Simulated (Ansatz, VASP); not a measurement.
**CsIr3: VASP beside Ansatz**

File INCAR:

```
PREC = Accurate
ENCUT = 600
EDIFF = 1E-6
ISMEAR = 0
SIGMA = 0.1
LREAL = F
LASPH = T
NELM = 80
ALGO = Fast
ISIF = 3
LWAVE = F
LCHARG = F
GGA = PE
IBRION = 2
NSW = 100
EDIFFG = -0.01
```

File KPOINTS:

```
regular mesh
0
Gamma
  12 12 12
```

Contents of POSCAR:

```
CsIr3
1.0
    4.1771344385      0.0000000000      0.0000000000
    0.0000000000      4.1771344385      0.0000000000
    0.0000000000      0.0000000000      4.1771344385
Cs Ir
1 3
Direct
    0.0000000000      0.0000000000      0.0000000000
    0.0000000000      0.5000000000      0.5000000000
    0.5000000000      0.0000000000      0.5000000000
    0.5000000000      0.5000000000      0.0000000000
```

Input for Ansatz:

```yaml
crystal:
  lattice:
    - [4.1771344385, 0.0, 0.0]
    - [0.0, 4.1771344385, 0.0]
    - [0.0, 0.0, 4.1771344385]
  atoms:
    - { symbol: Cs, position: [0.0, 0.0, 0.0] }
    - { symbol: Ir, position: [0.0, 0.5, 0.5] }
    - { symbol: Ir, position: [0.5, 0.0, 0.5] }
    - { symbol: Ir, position: [0.5, 0.5, 0.0] }
basis:
  ecutwfc: 420
kpoints:
  mp_grid: { grid: [12, 12, 12] }
hamiltonian:
  xc: pbe
scf:
  occupations: { method: gaussian, width: 0.1 }
output:
  forces: true
  stress: true
  eigenvalues: true
  write_density: true
  write_potential: true
  elf: true
  volumetric_format: npy
relax:
  adjacent_minimum: "off"
  f_tol: 0.01
  max_steps: 80
  cell: { stress_tol: 0.05 }
```

Alike in both runs: task relaxation of cell and atoms; functional PBE; k mesh 12 × 12 × 12; occupations gaussian, width 0.1 eV; no spin polarisation.

|  | VASP | Ansatz |
| --- | --- | --- |
| version | VASP 6.6.1 | Ansatz 0.2.0 |
| potentials or method | VASP PAW PBE potentials, release 64 (Cs_sv, Ir), cutoff 600 eV | scalar-relativistic, plane waves, PAW |
| valence electrons in the cell | 36 | 60 |

Ansatz gave:

| Quantity | Value |
| --- | --- |
| gap on the k mesh at the Fermi level, each at its own relaxed structure (eV) | none |
| relaxed volume (Å³/atom) | 18.21 |
| relaxed cell length with the largest relative difference (Å) | 4.176 |

**Question.** Estimate VASP's values.

**Answer.** gap on the k mesh at the Fermi level, each at its own relaxed structure (eV): none; relaxed volume (Å³/atom): 18.54; relaxed cell length with the largest relative difference (Å): 4.201.

A gap of «none» marks a metal or a gap that the smearing closes. VASP's potentials hold 36 valence electrons a cell and Ansatz's 60, so a difference there can come from the potentials and not from the codes.

Spin-orbit coupling is off throughout.
